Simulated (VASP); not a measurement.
A run of VASP 6.6.1 is set up as follows.

POSCAR

```
AlN
1.0
    3.1130000000      0.0000000000      0.0000000000
   -1.5565000000      2.6959370820      0.0000000000
    0.0000000000      0.0000000000      4.9810000000
Al N
2 2
Direct
    0.6666666667      0.3333333333      0.5000000000
    0.3333333333      0.6666666667      0.0000000000
    0.6666666667      0.3333333333      0.8800000000
    0.3333333333      0.6666666667      0.3800000000
```

The input INCAR.step1:

```
ALGO = Normal ; EDIFF = 1E-5
ENCUT = 520 ; GGA = PE
ISIF = 2 ; ISMEAR = -1
LASPH = True ; LREAL = False
LWAVE = True ; NBANDS = 16
NELM = 60 ; PREC = Accurate
SIGMA = 0.05
```

File INCAR.step2:

```
AEXX = 0.05 ; ALGO = Normal
EDIFF = 1E-7 ; ENCUT = 520
GGA = PE ; HFSCREEN = 0.2
ISIF = 2 ; ISMEAR = -1
ISTART = 1 ; LASPH = True
LCHARG = True ; LELF = True
LHFCALC = True ; LREAL = False
LVHAR = True ; LWAVE = False
NBANDS = 16 ; NELM = 60
PREC = Accurate ; PRECFOCK = Normal
SIGMA = 0.05
```

KPOINTS

```
k-points
0
Gamma
  5 5 3
```

Potentials or basis: VASP PAW PBE potentials, release 64 (Al, N).

The run is started by

```console
$ cat potpaw_PBE.64/Al/POTCAR potpaw_PBE.64/N/POTCAR > POTCAR
$ cp INCAR.step1 INCAR
$ mpirun -np 1 vasp_std > vasp.out
$ cp INCAR.step2 INCAR
$ mpirun -np 1 vasp_std > vasp.out
```

Question: What does it give for the largest force?

Answer: 0.132 eV/Å.

Question: Predict the band gap on the k mesh.

Answer: 4.49 eV.

Forces in eV/Å, atoms in the order of the input:
```
Al   0.000  0.000 -0.132
Al   0.000  0.000 -0.132
N    0.000  0.000  0.132
N    0.000  0.000  0.132
```

Caveat: the k points lie up to 0.47 Å⁻¹ apart; the PAW data sets were made with another functional, which shifts forces and pressure a little.
